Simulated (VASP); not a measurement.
# C (P-1) in VASP: further runs

The runs below take C through single point, with PBEsol+D3(BJ).

Everything below comes from runs of VASP 6.6.1. Logs are shortened: lines on timing, memory, paths and dates and some standing lists are left out, and cuts for length are marked.

## 1. The cell of the first run

The typed cell holds 10 atoms: a = 3.577 Å, b = 2.458 Å, c = 12.677 Å, α = 103.08°, β = 76.17°, γ = 90.00°.

## 2. Single point, PBEsol+D3(BJ) (the part above a cut slid along it)

Input file INCAR:

```
ALGO = Normal
EDIFF = 1E-6
ENCUT = 520
GGA = PS
ISIF = 2
ISMEAR = 0
IVDW = 12
LASPH = True
LCHARG = False
LREAL = False
LWAVE = False
NBANDS = 31
NELM = 100
PREC = Accurate
SIGMA = 0.05
```

Input file KPOINTS:

```
k-points
0
Gamma
  8 11 3
```

Input file POSCAR:

```
C
1.0
    0.0000000000      1.4191802056     -3.2829684911
   -2.4580922212      0.0000000000      0.0000000000
    2.8677742581     12.1901849138      1.9672776594
C
10
Direct
    0.1241216747      0.4252453946      0.7073531954
    0.7328397318      0.6634512147      0.0543867554
    0.8306602175      0.3538997597      0.2176283654
   -0.0715192967      1.0443483046      0.3808699754
    0.0263011890      0.7347968496      0.5441115854
    0.7649807539      0.2269973303      0.1088548546
   -0.1371987604      0.9174458753      0.2720964645
   -0.0393782746      0.6078944203      0.4353380745
    0.0584422111      1.2983429653      0.5985796845
    0.1562626968      0.9887915103      0.7618212945
```

Potentials or basis: VASP PAW PBE potentials, release 64 (C).

Run with:

```
cat potpaw_PBE.64/C/POTCAR > POTCAR
mpirun -np 1 vasp_std > vasp.out
```

OUTCAR:

```text
EDIFF = 1E-6
   ENCUT = 520
   GGA = PS
   ISIF = 2
   ISMEAR = 0
   IVDW = 12
   LASPH = True
   LREAL = False
   NELM = 100
   PREC = Accurate
 IVDW          = 12

 ion  position               nearest neighbor table
   1  0.124  0.425  0.707-  10 1.42  10 1.42   9 1.42
   2  0.733  0.663  0.054-   6 1.42   6 1.42
   3  0.831  0.354  0.218-   6 1.42   7 1.42   7 1.42
   4  0.928  0.044  0.381-   8 1.42   8 1.42   7 1.42
   5  0.026  0.735  0.544-   9 1.42   9 1.42   8 1.42
   6  0.765  0.227  0.109-   3 1.42   2 1.42   2 1.42
   7  0.863  0.917  0.272-   3 1.42   3 1.42   4 1.42
   8  0.961  0.608  0.435-   4 1.42   4 1.42   5 1.42
   9  0.058  0.298  0.599-   5 1.42   5 1.42   1 1.42
  10  0.156  0.989  0.762-   1 1.42   1 1.42

  LATTYP: Found a triclinic cell.
 ALAT       =     4.3398354735
 B/A-ratio  =     0.5664021681
 C/A-ratio  =     2.7626561477
 COS(alpha) =     0.0341701451
 COS(beta)  =     0.0568383468
 COS(gamma) =     0.5664021681

  Lattice vectors:

 A1 = (   2.4580922212,  -1.4191802056,   3.2829684911)
 A2 = (   2.4580922212,   0.0000000000,   0.0000000000)
 A3 = (   0.4096820369,  10.7710047082,   5.2502461505)

Analysis of symmetry for initial positions (statically):
=====================================================================
 Subroutine PRICEL returns:
 Original cell was already a primitive cell.

 Routine SETGRP: Setting up the symmetry group for a
 triclinic supercell.

 Subroutine GETGRP returns: Found  2 space group operations
 (whereof  1 operations were pure point group operations)
 out of a pool of  2 trial point group operations.

The static configuration has the point symmetry C_1 .
 The point group associated with its full space group is S_2 .

Analysis of symmetry for dynamics (positions and initial velocities):
=====================================================================
 Subroutine PRICEL returns:
 Original cell was already a primitive cell.

 Routine SETGRP: Setting up the symmetry group for a
 triclinic supercell.

 Subroutine GETGRP returns: Found  2 space group operations
 (whereof  1 operations were pure point group operations)
 out of a pool of  2 trial point group operations.

The dynamic configuration has the point symmetry C_1 .
 The point group associated with its full space group is S_2 .

 Subroutine INISYM returns: Found  2 space group operations
 (whereof  1 operations are pure point group operations),
 and found     1 'primitive' translations

----------------------------------------------------------------------------------------

                                     Primitive cell

  volume of cell :     105.2356

  direct lattice vectors                    reciprocal lattice vectors
     0.000000000  1.419180206 -3.282968491     0.000000000  0.045951639 -0.284738140
    -2.458092221  0.000000000  0.000000000    -0.406819562  0.089464112  0.038674053
     2.867774258 12.190184914  1.967277659     0.000000000  0.076683524  0.033149188

  length of vectors
     3.576584204  2.458092221 12.676549957     0.288422194  0.418332004  0.083541795

  position of ions in fractional coordinates (direct lattice)
     0.124121675  0.425245395  0.707353195
     0.732839732  0.663451215  0.054386755
     0.830660217  0.353899760  0.217628365
     0.928480703  0.044348305  0.380869975
     0.026301189  0.734796850  0.544111585
     0.764980754  0.226997330  0.108854855
     0.862801240  0.917445875  0.272096465
     0.960621725  0.607894420  0.435338075
     0.058442211  0.298342965  0.598579685
     0.156262697  0.988791510  0.761821295

  ion indices of the primitive-cell ions
   primitive index   ion index
                 1           1
                 2           2
                 3           3
                 4           4
                 5           5
                 6           6
                 7           7
                 8           8
                 9           9
                10          10

----------------------------------------------------------------------------------------

 KPOINTS: k-points

Automatic generation of k-mesh.
 Grid dimensions read from file:
 generate k-points for:    8   11    3

 Generating k-lattice:

  Cartesian coordinates                     Fractional coordinates (reciprocal lattice)
     0.000000000  0.005743955 -0.035592268     0.125000000  0.000000000  0.000000000
    -0.036983597  0.008133101  0.003515823    -0.000000000  0.090909091 -0.000000000
     0.000000000  0.025561175  0.011049729    -0.000000000  0.000000000  0.333333333

  Length of vectors
     0.036052774  0.038030182  0.027847265

  Shift w.r.t. Gamma in fractional coordinates (k-lattice)
     0.000000000  0.000000000  0.000000000

 Subroutine IBZKPT returns following result:
 ===========================================

 Found    133 irreducible k-points:

 Following reciprocal coordinates:
            Coordinates               Weight
  0.000000  0.000000  0.000000      1.000000
  0.125000  0.000000 -0.000000      2.000000
  0.250000  0.000000 -0.000000      2.000000
  0.375000  0.000000 -0.000000      2.000000
  0.500000  0.000000 -0.000000      1.000000
 -0.000000  0.090909  0.000000      2.000000
[... 16 lines left out ...]
  0.125000  0.272727  0.000000      2.000000
  0.250000  0.272727  0.000000      2.000000
 [... further k-points ...]
   k-points           NKPTS =    133   k-points in BZ     NKDIM =    133   number of bands    NBANDS=     31
   number of dos      NEDOS =    301   number of ions     NIONS =     10
   total plane-waves  NPLWV =  48384
   dimension x,y,z NGX =    28 NGY =   18 NGZ =   96
   dimension x,y,z NGXF=    56 NGYF=   36 NGZF=  192
   ions per type =              10
   NGX,Y,Z   is equivalent  to a cutoff of  13.01, 12.17, 12.59 a.u.
   NGXF,Y,Z  is equivalent  to a cutoff of  26.03, 24.35, 25.18 a.u.
 SYSTEM =  unknown system
   PREC   = accura    normal or accurate (medium, high low for compatibility)
   ISTART =      0    job   : 0-new  1-cont  2-samecut
   ICHARG =      2    charge: 1-file 2-atom 10-const
   ISPIN  =      1    spin polarized calculation?
   LNONCOLLINEAR =      F non collinear calculations
   LSORBIT =      F    spin-orbit coupling
   LASPH  =      T    aspherical Exc in radial PAW
   ENCUT  =  520.0 eV  38.22 Ry    6.18 a.u.   6.65  4.57 23.57*2*pi/ulx,y,z
   NELM   =    100;   NELMIN=  2; NELMDL= -5     # of ELM steps
   EDIFF  = 0.1E-05   stopping-criterion for ELM
   LREAL  =      F    real-space projection
   EDIFFG = 0.1E-04   stopping-criterion for IOM
   NSW    =      0    number of steps for IOM
   IBRION =     -1    ionic relax: 0-MD 1-quasi-New 2-CG
   NFREE  =      0    steps in history (QN), initial steepest desc. (CG)
   ISIF   =      2    stress and relaxation
   ISYM   =      2    0-nonsym 1-usesym 2-fastsym
   POTIM  = 0.5000    time-step for ionic-motion
   TEBEG  =    0.0;   TEEND  =   0.0 temperature during run
   PSTRESS=    0.0 pullay stress
   NELECT =      40.0000    total number of electrons
   NUPDOWN=      -1.0000    fix difference up-down
   EMIN   =  10.00;   EMAX   =-10.00  energy-range for DOS
   EFERMI =   0.00;   METHOD = LEGACY
   ISMEAR =     0;   SIGMA  =   0.05  broadening in eV -4-tet -1-fermi 0-gaus
   EFERMI_NEDOS =   21; number of points for ismear=-14 and -15
   IALGO  =     38    algorithm
   IMIX   =      4    mixing-type and parameters
     AMIX     =   0.40;   BMIX     =  1.00
     AMIX_MAG =   1.60;   BMIX_MAG =  1.00
  volume/ion in A,a.u.               =      10.52        71.02
  Fermi-wavevector in a.u.,A,eV,Ry     =   1.185879  2.240987 19.134011  1.406310
  Thomas-Fermi vector in A             =   2.322064
   LORBIT       =      0    0 simple, 1 ext, 2 COOP (PROOUT), +10 PAW based schemes
   GGA     = PS    functional components
   LHFCALC =     F    Hartree Fock is set to
   AEXX    =    0.0000 exact exchange contribution
   IVDW    =    12    specifies the selected vdW correction
   LEPSILON=     F    determine dielectric tensor
   LRPA    =     F    only Hartree local field effects (RPA)
 non-spin polarized calculation
 Gauss-broadening in eV      SIGMA  =   0.05
  energy-cutoff  :      520.00
  volume of cell :      105.24
 maximum number of plane-waves:      2858
   NGX = 13   NGY =  9   NGZ = 47

 number of electron      40.0000000 magnetization

 Free energy of the ion-electron system (eV)
  ---------------------------------------------------
  ext. energy  EPLUGINS =         0.00000000
  ---------------------------------------------------
  free energy    TOTEN  =       -89.69406181 eV

  energy without entropy =      -89.69228802  energy(sigma->0) =      -89.69317491

 E-fermi :   2.3965     XC(G=0):  -9.6030

 val. band max:        2.3939335897   @ k =   0.5000   0.0000  -0.0000
 cond. band min:       2.3997768203   @ k =   0.0000  -0.3636   0.3333
 fundamental gap:      0.0058432306
 Fermi energy:         2.3964726945

 k-point     1 :       0.0000    0.0000    0.0000
  band No.  band energies     occupation
      1     -16.9352      2.00000
      2     -16.1531      2.00000
      3     -14.9913      2.00000
      4     -13.4624      2.00000
      5     -11.9202      2.00000
      6      -9.1220      2.00000
[... 23 lines left out ...]
     30      10.8508      0.00000
     31      11.7166      0.00000

 k-point     2 :       0.1250    0.0000   -0.0000
  band No.  band energies     occupation
      1     -16.8910      2.00000
      2     -16.1174      2.00000
      3     -14.9679      2.00000
      4     -13.4532      2.00000
      5     -11.9269      2.00000
      6      -9.1362      2.00000
[... 740 lines left out ...]
 k-point    24 :       0.2500    0.2727    0.0000
  band No.  band energies     occupation
      1     -15.4623      2.00000
      2     -14.7265      2.00000
      3     -13.6304      2.00000
      4     -12.2112      2.00000
      5     -10.7826      2.00000
      6      -8.6542      2.00000
[... 23 lines left out ...]
     30      11.7952      0.00000
     31      12.5695      0.00000

 [... further k-points ...]

------------------------ aborting loop because EDIFF is reached ----------------------------------------

 Edisp (eV)   -0.98718

 E8    (eV) :    -0.4816

  FORCE on cell =-STRESS in cart. coord.  units (eV):
  Direction    XX          YY          ZZ          XY          YZ          ZX
  --------------------------------------------------------------------------------------
  -------------------------------------------------------------------------------------
  Total      -0.48595    -0.55202    -0.95432     0.15054    -0.72530     0.09810
  in kB      -7.39835    -8.40436   -14.52914     2.29192   -11.04252     1.49360
  external pressure =      -10.11 kB  Pullay stress =        0.00 kB

 VOLUME and BASIS-vectors are now :
 -----------------------------------------------------------------------------
  energy-cutoff  :      520.00
  volume of cell :      105.24
      direct lattice vectors                 reciprocal lattice vectors
     0.000000000  1.419180206 -3.282968491     0.000000000  0.045951639 -0.284738140
    -2.458092221  0.000000000  0.000000000    -0.406819562  0.089464112  0.038674053
     2.867774258 12.190184914  1.967277659     0.000000000  0.076683524  0.033149188

 POSITION                                       TOTAL-FORCE (eV/Angst)
 -----------------------------------------------------------------------------------
      0.98324      8.79892      0.98407         0.010316      2.424593      0.173691
     -1.47486      1.70302     -2.29890         0.052218      1.151651     -0.332741
     -0.24581      3.83179     -2.29890         0.005557      0.749165      0.145605
      0.98324      5.96056     -2.29890         0.000358      0.106343     -0.005838
     -0.24581      6.67015      0.98407         0.000533      0.108711      0.012416
     -0.24581      2.41261     -2.29726        -0.010316     -2.424593     -0.173691
     -1.47486      4.54138     -2.29726        -0.000533     -0.108711     -0.012416
     -0.24581      6.67015     -2.29726        -0.000358     -0.106343      0.005838
      0.98324      7.37974      0.98571        -0.005557     -0.749165     -0.145605
     -0.24581      9.50851      0.98571        -0.052218     -1.151651      0.332741
 -----------------------------------------------------------------------------------
    total drift:                               -0.000021      0.000002     -0.000000

  FREE ENERGIE OF THE ION-ELECTRON SYSTEM (eV)
  ---------------------------------------------------
  free  energy   TOTEN  =       -90.6812436816 eV

  energy  without entropy=      -90.6794698958  energy(sigma->0) =      -90.68035679
```

It took 3.3 min on 1 thread of Intel Xeon 6975P-C (Granite Rapids), shared host; peak memory 0.39 GiB.

Results:

```yaml
Free_energy: -90.6812 eV
Pressure: -1.0 GPa
Largest_force: 2.431 eV/Å
Dispersion_energy_per_atom: -0.099 eV
```

Forces on the atoms (eV/Å):
```
C    0.010  2.425  0.174
C    0.052  1.152 -0.333
C    0.006  0.749  0.146
C    0.000  0.106 -0.006
C    0.001  0.109  0.012
C   -0.010 -2.425 -0.174
C   -0.001 -0.109 -0.012
C    0.000 -0.106  0.006
C   -0.006 -0.749 -0.146
C   -0.052 -1.152  0.333
```

Caveat: the cell differs from its parent crystal (the part above a cut slid along it); the PAW data sets were made with another functional, which shifts forces and pressure a little.

(Part 1 of 2 ends here.)
